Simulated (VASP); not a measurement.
# AlB2Ru3 (P4/mmm) in VASP: a series of runs, part 2 of 2

VASP 6.6.1. Earlier steps stand in the parts before.

## (4) Single point, PBE

This run uses another cell than the first one, of 17.63 Å³/atom.

File INCAR:

```
SYSTEM = AlB2Ru3
PREC = Accurate
ENCUT = 520
EDIFF = 1E-7
ISMEAR = 0
SIGMA = 0.1
LREAL = .FALSE.
LASPH = .TRUE.
NELM = 80
ALGO = Fast
ISIF = 2
LWAVE = .FALSE.
LCHARG = .TRUE.
GGA = PE
LELF = .TRUE.
LVHAR = .TRUE.
NBANDS = 34
```

File KPOINTS:

```
Automatic mesh
0
G
  10 10 6
  0 0 0
```

File POSCAR:

```
AlB2Ru3
1.0
    3.8383531907      0.0000000000      0.0000000000
    0.0000000000      3.8383531907      0.0000000000
    0.0000000000      0.0000000000      7.1814075374
Al B Ru
1 2 3
Direct
    0.5000000000      0.5000000000      0.0000000000
    0.5000000000      0.0000000000      0.5000000000
    0.0000000000      0.5000000000      0.5000000000
    0.0000000000      0.0000000000      0.5000000000
    0.0000000000      0.0000000000      0.8458906378
    0.0000000000      0.0000000000      0.1541093622
```

Potentials or basis: VASP PAW PBE potentials, release 64 (Al, B, Ru_pv).

Run with:

```console
> cat potpaw_PBE.64/Al/POTCAR potpaw_PBE.64/B/POTCAR potpaw_PBE.64/Ru_pv/POTCAR > POTCAR
> mpirun -np 1 vasp_std > vasp.out
```

OUTCAR:

```text
SYSTEM = AlB2Ru3
   PREC = Accurate
   ENCUT = 520
   EDIFF = 1E-7
   ISMEAR = 0
   LREAL = .FALSE.
   LASPH = .TRUE.
   NELM = 80
   ISIF = 2
   GGA = PE

 ion  position               nearest neighbor table
   1  0.500  0.500  0.000-   5 2.93   6 2.93   5 2.93   6 2.93   5 2.93   6 2.93   5 2.93   6 2.93

   2  0.500  0.000  0.500-   4 1.92   4 1.92
   3  0.000  0.500  0.500-   4 1.92   4 1.92
   4  0.000  0.000  0.500-   2 1.92   3 1.92   3 1.92   2 1.92   5 2.48   6 2.48
   5  0.000  0.000  0.846-   6 2.21   4 2.48   1 2.93   1 2.93   1 2.93   1 2.93
   6  0.000  0.000  0.154-   5 2.21   4 2.48   1 2.93   1 2.93   1 2.93   1 2.93

  LATTYP: Found a simple tetragonal cell.
 ALAT       =     3.8383531907
 C/A-ratio  =     1.8709605866

  Lattice vectors:

 A1 = (   3.8383531907,   0.0000000000,   0.0000000000)
 A2 = (   0.0000000000,   3.8383531907,   0.0000000000)
 A3 = (   0.0000000000,   0.0000000000,   7.1814075374)

Analysis of symmetry for initial positions (statically):
=====================================================================
 Subroutine PRICEL returns:
 Original cell was already a primitive cell.

 Routine SETGRP: Setting up the symmetry group for a
 simple tetragonal supercell.

 Subroutine GETGRP returns: Found 16 space group operations
 (whereof 16 operations were pure point group operations)
 out of a pool of 16 trial point group operations.

The static configuration has the point symmetry D_4h.

Analysis of symmetry for dynamics (positions and initial velocities):
=====================================================================
 Subroutine PRICEL returns:
 Original cell was already a primitive cell.

 Routine SETGRP: Setting up the symmetry group for a
 simple tetragonal supercell.

 Subroutine GETGRP returns: Found 16 space group operations
 (whereof 16 operations were pure point group operations)
 out of a pool of 16 trial point group operations.

The dynamic configuration has the point symmetry D_4h.
[... 124 lines left out ...]
   IALGO  =     68    algorithm
   IMIX   =      4    mixing-type and parameters
     AMIX     =   0.40;   BMIX     =  1.00
     AMIX_MAG =   1.60;   BMIX_MAG =  1.00
  volume/ion in A,a.u.               =      17.63       119.00
  Fermi-wavevector in a.u.,A,eV,Ry     =   1.283606  2.425664 22.417563  1.647644
  Thomas-Fermi vector in A             =   2.415849
   LORBIT       =      0    0 simple, 1 ext, 2 COOP (PROOUT), +10 PAW based schemes
   GGA     = PE    functional components
   LHFCALC =     F    Hartree Fock is set to
   AEXX    =    0.0000 exact exchange contribution
   IVDW    =     0    specifies the selected vdW correction
   LEPSILON=     F    determine dielectric tensor
   LRPA    =     F    only Hartree local field effects (RPA)
 non-spin polarized calculation
 RMM-DIIS sequential band-by-band and
 Gauss-broadening in eV      SIGMA  =   0.10
  energy-cutoff  :      520.00
  volume of cell :      105.80
 maximum number of plane-waves:      2892
 NGX is ok and might be reduce to    30
   NGX = 15   NGY = 15   NGZ = 27

 number of electron      51.0000023 magnetization

 Free energy of the ion-electron system (eV)
  ---------------------------------------------------
  ext. energy  EPLUGINS =         0.00000000
  ---------------------------------------------------
  free energy    TOTEN  =       -36.94570759 eV

  energy without entropy =      -36.92099568  energy(sigma->0) =      -36.93335164

 E-fermi :   5.5271     XC(G=0): -10.5037

 val. band max:        5.5265225365   @ k =   0.5000   0.4000   0.0000
 cond. band min:       5.5281088678   @ k =   0.5000   0.4000   0.1667
 fundamental gap:      0.0015863313
 Fermi energy:         5.5270817885

 k-point     1 :       0.0000    0.0000    0.0000
  band No.  band energies     occupation
      1     -38.3558      2.00000
      2     -37.3823      2.00000
      3     -37.3662      2.00000
      4     -37.3662      2.00000
      5     -36.8105      2.00000
      6     -36.8105      2.00000
[... 877 lines left out ...]
     33       9.6476      0.00000
     34      10.4190      0.00000

 [... further k-points ...]
[... 5 lines left out ...]
  --------------------------------------------------------------------------------------
  -------------------------------------------------------------------------------------
  Total       -0.0207971     -0.0207971      0.3191136      0.0000000     -0.0000000      0.0000000
  in kB       -0.3149298     -0.3149298      4.8323291      0.0000000     -0.0000000      0.0000000
  external PRESSURE =       1.4008232 kB  Pullay stress =       0.0000000 kB

 VOLUME and BASIS-vectors are now :
 -----------------------------------------------------------------------------
  energy-cutoff  :      520.00
  volume of cell :      105.80
      direct lattice vectors                 reciprocal lattice vectors
     3.838353191  0.000000000  0.000000000     0.260528396  0.000000000  0.000000000
     0.000000000  3.838353191  0.000000000     0.000000000  0.260528396  0.000000000
     0.000000000  0.000000000  7.181407537     0.000000000  0.000000000  0.139248468

 POSITION                                       TOTAL-FORCE (eV/Angst)
 -----------------------------------------------------------------------------------
      1.91918      1.91918      0.00000        -0.000000      0.000000     -0.000000
      1.91918      0.00000      3.59070        -0.000000      0.000000     -0.000000
      0.00000      1.91918      3.59070        -0.000000      0.000000     -0.000000
      0.00000      0.00000      3.59070        -0.000000      0.000000     -0.000000
      0.00000      0.00000      6.07469        -0.000000      0.000000     -0.170479
      0.00000      0.00000      1.10672         0.000000      0.000000      0.170479
 -----------------------------------------------------------------------------------
    total drift:                               -0.000000     -0.000000      0.000000

  FREE ENERGIE OF THE ION-ELECTRON SYSTEM (eV)
  ---------------------------------------------------
  free  energy   TOTEN  =       -36.9457075888 eV

  energy  without entropy=      -36.9209956816  energy(sigma->0) =      -36.93335164
```

stdout:

```text
POSCAR found type information on POSCAR AlB Ru
 POSCAR found :  3 types and       6 ions
 scaLAPACK will be used
 LDA part: xc-table for (Slater+PW92), standard interpolation
 POSCAR, INCAR and KPOINTS ok, starting setup
 FFT: planning ... GRIDC
 FFT: planning ... GRID_SOFT
 FFT: planning ... GRID
 WAVECAR not read
 entering main loop
WARNING in EDDRMM: call to ZHEGV failed, returncode =   6  3     34
WARNING in EDDRMM: call to ZHEGV failed, returncode =   6  3     34
WARNING in EDDRMM: call to ZHEGV failed, returncode =   8  4     34
```

It took 4.4 min on 1 thread of AMD EPYC 7R13 (Zen 3), shared host; peak memory 0.36 GiB.

Results:

```yaml
Free_energy: -36.9457 eV
Pressure: 0.1 GPa
Largest_force: 0.170 eV/Å
Band_gap_on_the_k_mesh: zero (an odd number of electrons rules out a gap without spin polarisation)
```

Forces in eV/Å, atoms in the order of the input:
```
Al   0.000  0.000  0.000
B    0.000  0.000  0.000
B    0.000  0.000  0.000
Ru   0.000  0.000  0.000
Ru   0.000  0.000 -0.170
Ru   0.000  0.000  0.170
```

## (5) Relaxation of cell and atoms, PBE

This run uses another cell than the first one, of 12.90 Å³/atom.

File INCAR:

```
SYSTEM = AlB2Ru3
ALGO     = Fast           ! electronic algorithm
EDIFF    = 1E-6           ! SCF threshold, eV
EDIFFG   = -0.04          ! ionic threshold
ENCUT    = 600            ! plane-wave cutoff, eV
GGA      = PE             ! functional
IBRION   = 2              ! ionic algorithm
ISIF     = 3              ! what is computed and relaxed
ISMEAR   = 0              ! smearing method
LASPH    = .True.         ! aspherical terms in the spheres
LCHARG   = .False.        ! write CHGCAR
LREAL    = .False.        ! projectors in reciprocal space
LWAVE    = .False.        ! write WAVECAR
NELM     = 100            ! most SCF steps
NSW      = 90             ! ionic steps
PREC     = Accurate       ! precision mode
SIGMA    = 0.1            ! smearing width, eV
```

File KPOINTS:

```
k-points
0
Gamma
  6 6 4
  0 0 0
```

File POSCAR:

```
AlB2Ru3
1.0
    3.5058228100      0.0000000000      0.0000000000
    0.0000000000      3.5058228100      0.0000000000
    0.0000000000      0.0000000000      6.2958241300
Al B Ru
1 2 3
Direct
    0.5000000000      0.5000000000      0.0000000000
    0.5000000000      0.0000000000      0.5000000000
    0.0000000000      0.5000000000      0.5000000000
    0.0000000000      0.0000000000      0.5000000000
    0.0000000000      0.0000000000      0.8500130400
    0.0000000000      0.0000000000      0.1499869600
```

Potentials or basis: VASP PAW PBE potentials, release 64 (Al, B, Ru_pv).

Run with:

```console
> cat potpaw_PBE.64/Al/POTCAR potpaw_PBE.64/B/POTCAR potpaw_PBE.64/Ru_pv/POTCAR > POTCAR
> mpirun -np 1 vasp_std > vasp.out
```

OUTCAR:

```text
SYSTEM = AlB2Ru3
   EDIFF = 1E-6
   EDIFFG = -0.04
   ENCUT = 600
   GGA = PE
   IBRION = 2
   ISIF = 3
   ISMEAR = 0
   LASPH = .True.
   LREAL = .False.
   NELM = 100
   NSW = 90
   PREC = Accurate

 ion  position               nearest neighbor table
   1  0.500  0.500  0.000-   5 2.65   6 2.65   5 2.65   6 2.65   5 2.65   6 2.65   5 2.65   6 2.65

   2  0.500  0.000  0.500-   4 1.75   4 1.75
   3  0.000  0.500  0.500-   4 1.75   4 1.75
   4  0.000  0.000  0.500-   2 1.75   3 1.75   3 1.75   2 1.75   5 2.20   6 2.20
   5  0.000  0.000  0.850-   6 1.89   4 2.20   1 2.65   1 2.65   1 2.65   1 2.65
   6  0.000  0.000  0.150-   5 1.89   4 2.20   1 2.65   1 2.65   1 2.65   1 2.65

  LATTYP: Found a simple tetragonal cell.
 ALAT       =     3.5058228100
 C/A-ratio  =     1.7958192616

  Lattice vectors:

 A1 = (   3.5058228100,   0.0000000000,   0.0000000000)
 A2 = (   0.0000000000,   3.5058228100,   0.0000000000)
 A3 = (   0.0000000000,   0.0000000000,   6.2958241300)

Analysis of symmetry for initial positions (statically):
=====================================================================
 Subroutine PRICEL returns:
 Original cell was already a primitive cell.

 Routine SETGRP: Setting up the symmetry group for a
 simple tetragonal supercell.

 Subroutine GETGRP returns: Found 16 space group operations
 (whereof 16 operations were pure point group operations)
 out of a pool of 16 trial point group operations.

The static configuration has the point symmetry D_4h.

Analysis of symmetry for dynamics (positions and initial velocities):
=====================================================================
 Subroutine PRICEL returns:
 Original cell was already a primitive cell.

 Routine SETGRP: Setting up the symmetry group for a
 simple tetragonal supercell.

 Subroutine GETGRP returns: Found 16 space group operations
[... 167 lines left out ...]
  --------------------------------------------------------------------------------------
  -------------------------------------------------------------------------------------
  Total       28.8244610     28.8244610     58.2509516      0.0000000     -0.0000000     -0.0000000
  in kB      596.8143603    596.8143603   1206.0938253      0.0000000     -0.0000000     -0.0000000
  external PRESSURE =     799.9075153 kB  Pullay stress =       0.0000000 kB
[... 27 lines left out ...]
--------------------------------------- Ionic step        2  -------------------------------------------

 number of electron      51.0000053 magnetization

------------------------ aborting loop EDIFF was not reached (unconverged)  ----------------------------

  FORCE on cell =-STRESS in cart. coord.  units (eV):
  Direction    XX          YY          ZZ          XY          YZ          ZX
  --------------------------------------------------------------------------------------
  -------------------------------------------------------------------------------------
  Total      -12.7647795    -12.7647795    -16.6833112      0.0000000     -0.0000000      0.0000000
  in kB     -118.6327607   -118.6327607   -155.0506429      0.0000000     -0.0000000      0.0000000
  external PRESSURE =    -130.7720548 kB  Pullay stress =       0.0000000 kB
[... 61 lines left out ...]
  FREE ENERGIE OF THE ION-ELECTRON SYSTEM (eV)
  ---------------------------------------------------
  free  energy   TOTEN  =       -32.3504105436 eV

  energy  without entropy=      -32.2975628287  energy(sigma->0) =      -32.32398669

 E-fermi :   3.6791     XC(G=0):  -9.5551

 val. band max:        3.6778840212   @ k =   0.5000   0.5000   0.0000
 cond. band min:       3.6811870830   @ k =   0.5000   0.1667   0.0000
 fundamental gap:      0.0033030618
 Fermi energy:         3.6791171513

 k-point     1 :       0.0000    0.0000    0.0000
  band No.  band energies     occupation
      1     -39.7845      2.00000
      2     -39.5854      2.00000
      3     -39.5854      2.00000
      4     -38.7109      2.00000
      5     -38.4292      2.00000
      6     -38.1921      2.00000
[... 781 lines left out ...]
     29       4.8217      0.00000
     30       5.7506      0.00000

 [... further k-points ...]

[... ionic steps 4 to 13 ...]

--------------------------------------- Ionic step       14  -------------------------------------------

 number of electron      51.0000007 magnetization

------------------------ aborting loop because EDIFF is reached ----------------------------------------
[... 75 lines left out ...]
--------------------------------------- Ionic step       16  -------------------------------------------

 number of electron      51.0000004 magnetization

 Free energy of the ion-electron system (eV)
  ---------------------------------------------------
  ext. energy  EPLUGINS =         0.00000000
  ---------------------------------------------------
  free energy    TOTEN  =       -36.90611708 eV

  energy without entropy =      -36.88014844  energy(sigma->0) =      -36.89313276

 E-fermi :   5.5142     XC(G=0): -10.5163

 val. band max:        5.4935000412   @ k =   0.3333   0.3333   0.0000
 cond. band min:       5.5175415339   @ k =   0.3333   0.1667   0.0000
 fundamental gap:      0.0240414927
 Fermi energy:         5.5141878963

 k-point     1 :       0.0000    0.0000    0.0000
  band No.  band energies     occupation
      1     -38.2884      2.00000
      2     -37.3826      2.00000
      3     -37.3753      2.00000
      4     -37.3753      2.00000
      5     -36.7432      2.00000
      6     -36.7432      2.00000
[... 816 lines left out ...]
  FREE ENERGIE OF THE ION-ELECTRON SYSTEM (eV)
  ---------------------------------------------------
  free  energy   TOTEN  =       -36.9061170762 eV

  energy  without entropy=      -36.8801484358  energy(sigma->0) =      -36.89313276

 reached required accuracy - stopping structural energy minimisation
```

Wall time 23 min (1 thread of AMD EPYC 7R13 (Zen 3), shared host); peak memory 0.22 GiB.

What came out:

```
Free energy                           : -36.9061 eV
Relaxed volume                        : 17.59 Å³/atom
Relaxed cell                          : a = 3.831 Å, b = 3.831 Å, c = 7.190 Å, α = 90.00°, β = 90.00°, γ = 90.00°
Space group after relaxing (to 0.1 Å) : P4/mmm (No. 123)
Pressure after relaxing               : 0.1 GPa
Largest force after relaxing          : 0.019 eV/Å
Band gap on the k mesh                : zero (an odd number of electrons rules out a gap without spin polarisation)
```

Forces on the atoms (eV/Å):
```
Al   0.000  0.000  0.000
B    0.000  0.000  0.000
B    0.000  0.000  0.000
Ru   0.000  0.000  0.000
Ru   0.000  0.000 -0.019
Ru   0.000  0.000  0.019
```

Final structure:
```
Al B Ru
1.0
     3.83128    0.00000    0.00000
     0.00000    3.83128    0.00000
     0.00000    0.00000    7.19019
Al B Ru
1 2 3
Direct
  0.50000 0.50000 0.00000
  0.50000 0.00000 0.50000
  0.00000 0.50000 0.50000
  0.00000 0.00000 0.50000
  0.00000 0.00000 0.84527
  0.00000 0.00000 0.15473
```

Caveat: the volume moved by over 15 % at a fixed basis, so the end points are rough.

## (6) Single point, PBE, collinear spin, ferromagnetic start

File INCAR:

```
SYSTEM = AlB2Ru3
  ALGO = Normal
  EDIFF = 1E-7
  ENCUT = 520
  GGA = PE
  ISIF = 2
  ISMEAR = 0
  ISPIN = 2
  LASPH = .TRUE.
  LCHARG = .TRUE.
  LELF = .TRUE.
  LMAXMIX = 4
  LORBIT = 11
  LREAL = .FALSE.
  LVHAR = .TRUE.
  LWAVE = .FALSE.
  MAGMOM = 0 0 0 1 1 1
  NBANDS = 38
  NELM = 150
  PREC = Accurate
  SIGMA = 0.1
```

File KPOINTS:

```
k-points
0
G
  4 4 4
  0 0 0
```

File POSCAR:

```
AlB2Ru3
1.0
    3.8332263781      0.0000000000      0.0000000000
    0.0000000000      3.8332263781      0.0000000000
    0.0000000000      0.0000000000      7.1811454683
Al B Ru
1 2 3
Direct
    0.5000000000      0.5000000000      0.0000000000
    0.5000000000      0.0000000000      0.5000000000
    0.0000000000      0.5000000000      0.5000000000
    0.0000000000      0.0000000000      0.5000000000
    0.0000000000      0.0000000000      0.8457348657
    0.0000000000      0.0000000000      0.1542651343
```

Potentials or basis: VASP PAW PBE potentials, release 64 (Al, B, Ru_pv).

Run with:

```console
> cat potpaw_PBE.64/Al/POTCAR potpaw_PBE.64/B/POTCAR potpaw_PBE.64/Ru_pv/POTCAR > POTCAR
> mpirun -np 1 vasp_std > vasp.out
```

Wall time 2 min (1 thread of AMD EPYC 7R13 (Zen 3), shared host); peak memory 0.28 GiB.

It converged, with:

```yaml
Free_energy: -37.0327 eV
Pressure: 0.2 GPa
Largest_force: 0.198 eV/Å
Net_moment: 0.00 μB per cell
Valence_electrons_inside_the_program's_atomic_spheres: Al 0.68; B 1.71; Ru 13.44, 12.55 (each value once)
```

Forces in eV/Å, atoms in the order of the input:
```
Al   0.000  0.000  0.000
B    0.000  0.000  0.000
B    0.000  0.000  0.000
Ru   0.000  0.000  0.000
Ru   0.000  0.000  0.198
Ru   0.000  0.000 -0.198
```

Stress tensor (GPa, compression positive):
```
 1.19  0.00  0.00
 0.00  1.19  0.00
 0.00  0.00 -1.65
```

Levels at points of the mesh, in eV from the Fermi level:
Spin up:
```tsv
k point	band 23	band 24	band 25	band 26	band 27	band 28
(0.00, 0.00, 0.00)	-0.81	-0.46	-0.15	0.00	0.00	1.26
(0.50, 0.00, 0.00)	-0.56	-0.35	-0.15	0.26	0.61	1.00
(0.50, 0.50, 0.00)	0.04	0.26	0.41	0.88	0.88	1.07
(0.00, 0.00, 0.50)	-1.10	-0.82	-0.78	-0.78	-0.10	1.10
(0.50, 0.00, 0.50)	-0.68	-0.49	-0.23	-0.16	0.22	0.59
(0.50, 0.50, 0.50)	-0.41	0.28	0.41	0.41	1.04	1.21
```
Spin down:
| k point | band 21 | band 22 | band 23 | band 24 | band 25 | band 26 | band 27 | band 28 | band 29 | band 30 |
| --- | --- | --- | --- | --- | --- | --- | --- | --- | --- | --- |
| (0.00, 0.00, 0.00) | -1.07 | -1.02 | -0.81 | -0.46 | -0.15 | 0.00 | 0.00 | 1.26 | 1.26 | 3.12 |
| (0.50, 0.00, 0.00) | -1.62 | -1.44 | -0.56 | -0.35 | -0.15 | 0.26 | 0.61 | 1.00 | 1.27 | 1.33 |
| (0.50, 0.50, 0.00) | -1.62 | -0.40 | 0.04 | 0.26 | 0.41 | 0.88 | 0.88 | 1.07 | 1.07 | 1.96 |
| (0.00, 0.00, 0.50) | -1.28 | -1.26 | -1.10 | -0.82 | -0.78 | -0.78 | -0.10 | 1.10 | 1.10 | 2.96 |
| (0.50, 0.00, 0.50) | -1.12 | -0.90 | -0.68 | -0.49 | -0.23 | -0.16 | 0.22 | 0.59 | 0.84 | 1.59 |
| (0.50, 0.50, 0.50) | -2.73 | -1.43 | -0.41 | 0.28 | 0.41 | 0.41 | 1.04 | 1.21 | 1.21 | 1.73 |

Caveat: the k points lie up to 0.41 Å⁻¹ apart.

## (7) Overview

```tsv
task	potentials or basis	spin	cell	k mesh	cutoff (eV)	gap on the mesh (eV)	pressure (GPa)	largest force (eV/Å)
single point	VASP PAW PBE potentials, release 64 (Al, B, Ru_sv)	off	a = 3.833, b = 3.833, c = 7.181 Å, 6 atoms, atomic positions A	6 × 6 × 4	600	none	0.0	0.01
single point	VASP PAW PBE potentials, release 64 (Al, B, Ru_sv)	off	a = 3.506, b = 3.506, c = 6.296 Å, 6 atoms, atomic positions B	6 × 6 × 4	600	none	78.2	8.54
single point	VASP PAW PBE potentials, release 64 (Al, B, Ru_pv)	off	a = 3.838, b = 3.838, c = 7.181 Å, 6 atoms, atomic positions A	10 × 10 × 6	520	none	0.1	0.17
relaxation of cell and atoms	VASP PAW PBE potentials, release 64 (Al, B, Ru_pv)	off	relaxed from a = 3.506, b = 3.506, c = 6.296 Å, 6 atoms, atomic positions B	6 × 6 × 4	600	none	0.1	0.02
single point	VASP PAW PBE potentials, release 64 (Al, B, Ru_pv)	collinear, ferromagnetic start	a = 3.833, b = 3.833, c = 7.181 Å, 6 atoms, atomic positions A	4 × 4 × 4	520	none	0.2	0.20
```

Alike in all rows: level PBE; smearing gaussian 0.1 eV.

Caveats: some runs use coarse meshes; atoms lie so close that the PAW spheres overlap strongly, which falsifies energies and pressures (at least some runs); the cell stands under pressure (at least some runs); forces of over 1 eV/Å act on the atoms, so gaps and moduli don't describe the material at rest (at least some runs); the volume moved by over 15 % at a fixed basis, so the end points are rough (at least some runs).

Absolute energies hang on the potentials; compare differences alone.
